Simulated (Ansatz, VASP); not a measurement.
# Two plane-wave programs on ZnSe

INCAR

```
  PREC = Accurate
  ENCUT = 520
  EDIFF = 1E-7
  ISMEAR = 0
  SIGMA = 0.05
  LREAL = F
  LASPH = T
  NELM = 100
  ALGO = Normal
  ISIF = 2
  LWAVE = F
  LCHARG = F
  GGA = CA
  NBANDS = 16
```

KPOINTS

```
Automatic mesh
0
Gamma
  10 10 10
```

File POSCAR:

```
ZnSe
1.0
    0.0000000000      2.5325410856      2.8593666993
    2.8593666993      0.0000000000      2.8593666993
    2.8593666993      2.5325410856      0.0000000000
Zn Se
1 1
Direct
    0.0000000000      0.0000000000      0.0000000000
    0.7500000000      0.7500000000      0.7500000000
```

Input for Ansatz:

```yaml
crystal:
  lattice:
    - [0.0, 2.5325410856, 2.8593666993]
    - [2.8593666993, 0.0, 2.8593666993]
    - [2.8593666993, 2.5325410856, 0.0]
  atoms:
    - { symbol: Zn, position: [0.0, 0.0, 0.0] }
    - { symbol: Se, position: [0.75, 0.75, 0.75] }
basis:
  ecutwfc: 520.0
kpoints:
  mp_grid: { grid: [10, 10, 10] }
hamiltonian:
  xc: lda
  pseudopotentials: { kind: paw, azcp: { folder: soft_1 } }
scf:
  occupations: { method: gaussian, width: 0.05 }
output:
  forces: true
  stress: true
  eigenvalues: true
```

Alike in both runs: task single point; functional LDA; k mesh 10 × 10 × 10; occupations gaussian, width 0.05 eV; no spin polarisation.

|  | VASP | Ansatz |
| --- | --- | --- |
| version | VASP 6.6.1 | Ansatz 0.2.0 |
| potentials or method | VASP PAW LDA potentials, release 64 (Zn, Se), cutoff 520 eV | scalar-relativistic, plane waves, PAW |
| valence electrons in the cell | 18 | 28 |

Ansatz gave:

| Property | Result |
| --- | --- |
| gap on the k mesh at the Fermi level (eV) | 1.14 |
| least direct gap on the mesh (eV) | 1.14 |
| pressure (GPa) | 2.8 |
| traceless stress, the component that is largest in VASP (GPa) | 2.28 |

Task: What did VASP give for the same quantities?

Result: gap on the k mesh at the Fermi level (eV): 1.18; least direct gap on the mesh (eV): 1.18; pressure (GPa): 3.2; traceless stress, the component that is largest in VASP (GPa): 2.24.

Ansatz warns that its potentials were made for another functional, while VASP's fit it. LDA's correlation is that of Perdew and Zunger in VASP and of Perdew and Wang (1992) in Ansatz. VASP's potentials hold 18 valence electrons a cell and Ansatz's 28, so a difference there can come from the potentials and not from the codes.
